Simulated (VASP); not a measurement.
# W (I4/mmm) in VASP: a series of runs

W is run at these levels: LDA; tasks: single point.

Program: VASP 6.6.1. These are calculated values, not measurements. Logs are shortened: lines on timing, memory, paths and dates and some standing lists are left out, and cuts for length are marked.

### 1 The cell of the first run

The structure is tetragonal, space group I4/mmm (No. 139). Conventional cell: a = 3.116 Å, b = 3.116 Å, c = 3.074 Å, α = 90.00°, β = 90.00°, γ = 90.00°. W (site symmetry 4/mmm) has 14 W at 2.69 to 3.12 Å within 3.5 Å.

### 2 Single point, LDA (14.92 Å³/atom)

File INCAR:

```
SYSTEM = W
PREC = Accurate
ENCUT = 520
EDIFF = 1E-6
ISMEAR = 0
SIGMA = 0.15
LREAL = .False.
LASPH = .True.
NELM = 100
ALGO = Fast
ISIF = 2
LWAVE = .False.
LCHARG = .False.
GGA = CA
NBANDS = 13
```

File KPOINTS:

```
Automatic mesh
0
Gamma
  22 22 22
  0 0 0
```

File POSCAR:

```
W
1.0
    0.0000000000      2.2036069513      1.5367954879
    2.2036069513      0.0000000000      1.5367954879
    2.2036069513      2.2036069513      0.0000000000
W
1
Direct
    0.0000000000      0.0000000000      0.0000000000
```

Potentials or basis: VASP PAW LDA potentials, release 64 (W_sv).

Started as:

```
$ cat potpaw_LDA.64/W_sv/POTCAR > POTCAR
$ mpirun -np 1 vasp_std > vasp.out
```

OUTCAR:

```text
SYSTEM = W
   PREC = Accurate
   ENCUT = 520
   EDIFF = 1E-6
   ISMEAR = 0
   LREAL = .False.
   LASPH = .True.
   NELM = 100
   ISIF = 2
   GGA = CA

 ion  position               nearest neighbor table
   1  0.000  0.000  0.000-

  LATTYP: Found a body centered tetragonal cell.
 ALAT       =     3.1163708367
 C/A-ratio  =     0.9862725384

  Lattice vectors:

 A1 = (   0.0000000000,  -2.2036069513,  -1.5367954879)
 A2 = (   0.0000000000,   2.2036069513,  -1.5367954879)
 A3 = (   2.2036069513,   0.0000000000,   1.5367954879)

Analysis of symmetry for initial positions (statically):
=====================================================================
 Subroutine PRICEL returns:
 Original cell was already a primitive cell.

 Routine SETGRP: Setting up the symmetry group for a
 body centered tetragonal supercell.

 Subroutine GETGRP returns: Found 16 space group operations
 (whereof 16 operations were pure point group operations)
 out of a pool of 16 trial point group operations.

The static configuration has the point symmetry D_4h.

Analysis of symmetry for dynamics (positions and initial velocities):
=====================================================================
 Subroutine PRICEL returns:
 Original cell was already a primitive cell.

 Routine SETGRP: Setting up the symmetry group for a
 body centered tetragonal supercell.

 Subroutine GETGRP returns: Found 16 space group operations
 (whereof 16 operations were pure point group operations)
 out of a pool of 16 trial point group operations.

The dynamic configuration has the point symmetry D_4h.

 Subroutine INISYM returns: Found 16 space group operations
 (whereof 16 operations are pure point group operations),
 and found     1 'primitive' translations

----------------------------------------------------------------------------------------

                                     Primitive cell

  volume of cell :      14.9250

  direct lattice vectors                    reciprocal lattice vectors
     0.000000000  2.203606951  1.536795488    -0.226900718  0.226900718  0.325352335
     2.203606951  0.000000000  1.536795488     0.226900718 -0.226900718  0.325352335
     2.203606951  2.203606951  0.000000000     0.226900718  0.226900718 -0.325352335

  length of vectors
     2.686563598  2.686563598  3.116370837     0.456970473  0.456970473  0.456970473

  position of ions in fractional coordinates (direct lattice)
     0.000000000  0.000000000  0.000000000

  ion indices of the primitive-cell ions
   primitive index   ion index
                 1           1

----------------------------------------------------------------------------------------

 KPOINTS: Automatic mesh

Automatic generation of k-mesh.
 Grid dimensions read from file:
 generate k-points for:   22   22   22

 Generating k-lattice:

  Cartesian coordinates                     Fractional coordinates (reciprocal lattice)
    -0.010313669  0.010313669  0.014788742     0.045454545  0.000000000  0.000000000
     0.010313669 -0.010313669  0.014788742     0.000000000  0.045454545  0.000000000
     0.010313669  0.010313669 -0.014788742     0.000000000  0.000000000  0.045454545

  Length of vectors
     0.020771385  0.020771385  0.020771385

  Shift w.r.t. Gamma in fractional coordinates (k-lattice)
     0.000000000  0.000000000  0.000000000

 Subroutine IBZKPT returns following result:
 ===========================================

 Found    834 irreducible k-points:

 Following reciprocal coordinates:
            Coordinates               Weight
  0.000000  0.000000  0.000000      1.000000
  0.045455  0.000000  0.000000      8.000000
  0.090909  0.000000  0.000000      8.000000
  0.136364  0.000000  0.000000      8.000000
  0.181818  0.000000  0.000000      8.000000
  0.227273  0.000000  0.000000      8.000000
[... 16 lines left out ...]
  0.500000  0.045455  0.000000      8.000000
 -0.454545  0.045455  0.000000      8.000000
 [... further k-points ...]
   k-points           NKPTS =    834   k-points in BZ     NKDIM =    834   number of bands    NBANDS=     13
   number of dos      NEDOS =    301   number of ions     NIONS =      1
   total plane-waves  NPLWV =   9600
   dimension x,y,z NGX =    20 NGY =   20 NGZ =   24
   dimension x,y,z NGXF=    40 NGYF=   40 NGZF=   48
   ions per type =               1
   NGX,Y,Z   is equivalent  to a cutoff of  12.38, 12.38, 12.80 a.u.
   NGXF,Y,Z  is equivalent  to a cutoff of  24.75, 24.75, 25.61 a.u.
 SYSTEM =  W
   PREC   = accura    normal or accurate (medium, high low for compatibility)
   ISTART =      0    job   : 0-new  1-cont  2-samecut
   ICHARG =      2    charge: 1-file 2-atom 10-const
   ISPIN  =      1    spin polarized calculation?
   LNONCOLLINEAR =      F non collinear calculations
   LSORBIT =      F    spin-orbit coupling
   LASPH  =      T    aspherical Exc in radial PAW
   ENCUT  =  520.0 eV  38.22 Ry    6.18 a.u.   5.00  5.00  5.79*2*pi/ulx,y,z
   NELM   =    100;   NELMIN=  2; NELMDL= -5     # of ELM steps
   EDIFF  = 0.1E-05   stopping-criterion for ELM
   LREAL  =      F    real-space projection
   EDIFFG = 0.1E-04   stopping-criterion for IOM
   NSW    =      0    number of steps for IOM
   IBRION =     -1    ionic relax: 0-MD 1-quasi-New 2-CG
   NFREE  =      0    steps in history (QN), initial steepest desc. (CG)
   ISIF   =      2    stress and relaxation
   ISYM   =      2    0-nonsym 1-usesym 2-fastsym
   POTIM  = 0.5000    time-step for ionic-motion
   TEBEG  =    0.0;   TEEND  =   0.0 temperature during run
   PSTRESS=    0.0 pullay stress
   NELECT =      14.0000    total number of electrons
   NUPDOWN=      -1.0000    fix difference up-down
   EMIN   =  10.00;   EMAX   =-10.00  energy-range for DOS
   EFERMI =   0.00;   METHOD = LEGACY
   ISMEAR =     0;   SIGMA  =   0.15  broadening in eV -4-tet -1-fermi 0-gaus
   EFERMI_NEDOS =   21; number of points for ismear=-14 and -15
   IALGO  =     68    algorithm
   IMIX   =      4    mixing-type and parameters
     AMIX     =   0.40;   BMIX     =  1.00
     AMIX_MAG =   1.60;   BMIX_MAG =  1.00
  volume/ion in A,a.u.               =      14.92       100.72
  Fermi-wavevector in a.u.,A,eV,Ry     =   1.602554  3.028388 34.942210  2.568180
  Thomas-Fermi vector in A             =   2.699357
   LORBIT       =      0    0 simple, 1 ext, 2 COOP (PROOUT), +10 PAW based schemes
   GGA     = CA    functional components
   LHFCALC =     F    Hartree Fock is set to
   AEXX    =    0.0000 exact exchange contribution
   IVDW    =     0    specifies the selected vdW correction
   LEPSILON=     F    determine dielectric tensor
   LRPA    =     F    only Hartree local field effects (RPA)
 non-spin polarized calculation
 RMM-DIIS sequential band-by-band and
 Gauss-broadening in eV      SIGMA  =   0.15
  energy-cutoff  :      520.00
  volume of cell :       14.92
 maximum number of plane-waves:       415
   NGX =  9   NGY =  9   NGZ = 11

 number of electron      13.9999999 magnetization

 Free energy of the ion-electron system (eV)
  ---------------------------------------------------
  ext. energy  EPLUGINS =         0.00000000
  ---------------------------------------------------
  free energy    TOTEN  =       -14.07904854 eV

  energy without entropy =      -14.07242663  energy(sigma->0) =      -14.07573758

 E-fermi :  12.2465     XC(G=0): -14.1701

 val. band max:       12.2386861274   @ k =  -0.2273   0.4545   0.2273
 cond. band min:      12.2472333636   @ k =   0.5000   0.0000   0.0909
 fundamental gap:      0.0085472362
 Fermi energy:        12.2465160984

 k-point     1 :       0.0000    0.0000    0.0000
  band No.  band energies     occupation
      1     -61.4558      2.00000
      2     -25.1633      2.00000
      3     -25.1633      2.00000
      4     -25.1573      2.00000
      5       2.3519      2.00000
      6      10.7238      2.00000
      7      10.9217      2.00000
      8      10.9217      2.00000
      9      14.4147      0.00000
     10      14.6869      0.00000
     11      26.8329      0.00000
     12      26.8329      0.00000
     13      27.1117      0.00000

 k-point     2 :       0.0455    0.0000    0.0000
  band No.  band energies     occupation
      1     -61.4522      2.00000
      2     -25.1960      2.00000
      3     -25.1743      2.00000
      4     -25.1604      2.00000
      5       2.4617      2.00000
      6      10.7114      2.00000
      7      10.9062      2.00000
      8      10.9710      2.00000
      9      14.3799      0.00000
     10      14.6091      0.00000
     11      26.9986      0.00000
     12      27.0177      0.00000
     13      27.3262      0.00000

 k-point     3 :       0.0909    0.0000    0.0000
  band No.  band energies     occupation
      1     -61.4416      2.00000
      2     -25.2985      2.00000
      3     -25.2062      2.00000
      4     -25.1617      2.00000
      5       2.7817      2.00000
      6      10.5485      2.00000
      7      10.8451      2.00000
      8      11.2538      2.00000
      9      14.1981      0.00000
     10      14.5293      0.00000
     11      27.3118      0.00000
     12      27.5600      0.00000
     13      28.0450      0.00000
[... 305 lines left out ...]
 k-point    23 :       0.5000    0.0455    0.0000
  band No.  band energies     occupation
      1     -61.2718      2.00000
      2     -26.7429      2.00000
      3     -25.6947      2.00000
      4     -25.2029      2.00000
      5       5.6546      2.00000
      6       8.3754      2.00000
      7      12.7861      0.00000
      8      14.3229      0.00000
      9      16.1423      0.00000
     10      18.9050      0.00000
     11      24.1413      0.00000
     12      24.5136      0.00000
     13      29.7026      0.00000

 k-point    24 :      -0.4545    0.0455    0.0000
  band No.  band energies     occupation
      1     -61.2756      2.00000
      2     -26.7129      2.00000
      3     -25.6848      2.00000
      4     -25.2020      2.00000
      5       5.6780      2.00000
      6       8.4176      2.00000
      7      12.5039      0.01525
      8      14.3850      0.00000
      9      15.9897      0.00000
     10      18.5830      0.00000
     11      24.2611      0.00000
     12      24.8884      0.00000
     13      30.1464      0.00000

 [... further k-points ...]

------------------------ aborting loop because EDIFF is reached ----------------------------------------

  FORCE on cell =-STRESS in cart. coord.  units (eV):
  Direction    XX          YY          ZZ          XY          YZ          ZX
  --------------------------------------------------------------------------------------
  -------------------------------------------------------------------------------------
  Total        1.1279184      1.1279184      1.5795758      0.0000000      0.0000000      0.0000000
  in kB      121.0804184    121.0804184    169.5651948      0.0000000      0.0000000      0.0000000
  external PRESSURE =     137.2420106 kB  Pullay stress =       0.0000000 kB

 VOLUME and BASIS-vectors are now :
 -----------------------------------------------------------------------------
  energy-cutoff  :      520.00
  volume of cell :       14.92
      direct lattice vectors                 reciprocal lattice vectors
     0.000000000  2.203606951  1.536795488    -0.226900718  0.226900718  0.325352335
     2.203606951  0.000000000  1.536795488     0.226900718 -0.226900718  0.325352335
     2.203606951  2.203606951  0.000000000     0.226900718  0.226900718 -0.325352335

 POSITION                                       TOTAL-FORCE (eV/Angst)
 -----------------------------------------------------------------------------------
      0.00000      0.00000      0.00000        -0.000000     -0.000000      0.000000
 -----------------------------------------------------------------------------------
    total drift:                                0.000000     -0.000000     -0.000000

  FREE ENERGIE OF THE ION-ELECTRON SYSTEM (eV)
  ---------------------------------------------------
  free  energy   TOTEN  =       -14.0790485431 eV

  energy  without entropy=      -14.0724266260  energy(sigma->0) =      -14.07573758
```

Wall time 94 s (1 thread of Intel Xeon Platinum 8375C at 2.90GHz (Ice Lake), shared host); peak memory 0.25 GiB.

What came out:

```yaml
Free_energy: -14.0790 eV
Pressure: 13.7 GPa
Band_gap_on_the_k_mesh: zero (bands 7 and 8 overlap by 6.91 eV)
```

Stress tensor (GPa, compression positive):
```
12.11  0.00  0.00
 0.00 12.11  0.00
 0.00  0.00 16.96
```

Caveat: the cell stands under pressure; spin-orbit coupling is left out, which moves the levels of the heavy elements.

[end of part 1 of 2]
